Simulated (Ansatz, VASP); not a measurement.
## One calculation of CsCdCl3, two programs

INCAR

```
ALGO     = Normal         # electronic algorithm
EDIFF    = 1E-6           # SCF threshold, eV
ENCUT    = 520            # plane-wave cutoff, eV
ISIF     = 2              # what is computed and relaxed
ISMEAR   = 0              # smearing method
LASPH    = True           # aspherical terms in the spheres
LCHARG   = False          # write CHGCAR
LREAL    = False          # projectors in reciprocal space
LWAVE    = False          # write WAVECAR
NBANDS   = 29             # bands
NELM     = 80             # most SCF steps
PREC     = Accurate       # precision mode
SIGMA    = 0.05           # smearing width, eV
```

KPOINTS

```
k-points
0
Gamma
  6 6 6
```

The input POSCAR:

```
CsCdCl3
1.0
    5.1220000000      0.0000000000      0.0000000000
    0.0000000000      5.1220000000      0.0000000000
    0.0000000000      0.0000000000      5.2000000000
Cs Cd Cl
1 1 3
Direct
    0.0000000000      0.0000000000      0.0000000000
    0.5000000000      0.5000000000      0.5000000000
    0.0000000000      0.5000000000      0.5000000000
    0.5000000000      0.0000000000      0.5000000000
    0.5000000000      0.5000000000      0.0000000000
```

Input for Ansatz:

```yaml
crystal:
  lattice:
    - [5.122, 0.0, 0.0]
    - [0.0, 5.122, 0.0]
    - [0.0, 0.0, 5.2]
  atoms:
    - { symbol: Cs, position: [0.0, 0.0, 0.0] }
    - { symbol: Cd, position: [0.5, 0.5, 0.5] }
    - { symbol: Cl, position: [0.0, 0.5, 0.5] }
    - { symbol: Cl, position: [0.5, 0.0, 0.5] }
    - { symbol: Cl, position: [0.5, 0.5, 0.0] }
basis:
  ecutwfc: 420
kpoints:
  mp_grid: { grid: [6, 6, 6] }
hamiltonian:
  xc: lda
scf:
  occupations: { method: gaussian, width: 0.05 }
output:
  forces: true
  stress: true
  eigenvalues: true
```

Change from the starting cell: strain -0.015 along x and y, +0.000 along z, atoms carried along.

Alike in both runs: task single point; functional LDA; k mesh 6 × 6 × 6; occupations gaussian, width 0.05 eV; no spin polarisation.

```csv
,VASP,Ansatz
version,VASP 6.6.1,Ansatz 0.2.0
potentials or method,"VASP PAW LDA potentials, release 64 (Cs_sv, Cd, Cl), cutoff 520 eV","scalar-relativistic, plane waves, PAW"
valence electrons in the cell,42,50
```

VASP gave:

| Item | Value |
| --- | --- |
| gap on the k mesh at the Fermi level (eV) | 1.55 |
| least direct gap on the mesh (eV) | 2.25 |
| pressure (GPa) | -0.6 |
| traceless stress, the component that is largest in VASP (GPa) | -0.49 |

Task: Which values does Ansatz return?

Result: gap on the k mesh at the Fermi level (eV): 1.53; least direct gap on the mesh (eV): 2.23; pressure (GPa): -0.8; traceless stress, the component that is largest in VASP (GPa): -0.47.

LDA's correlation is that of Perdew and Zunger in VASP and of Perdew and Wang (1992) in Ansatz. VASP's potentials hold 42 valence electrons a cell and Ansatz's 50, so a difference there can come from the potentials and not from the codes.

Neither program's run includes spin-orbit coupling.
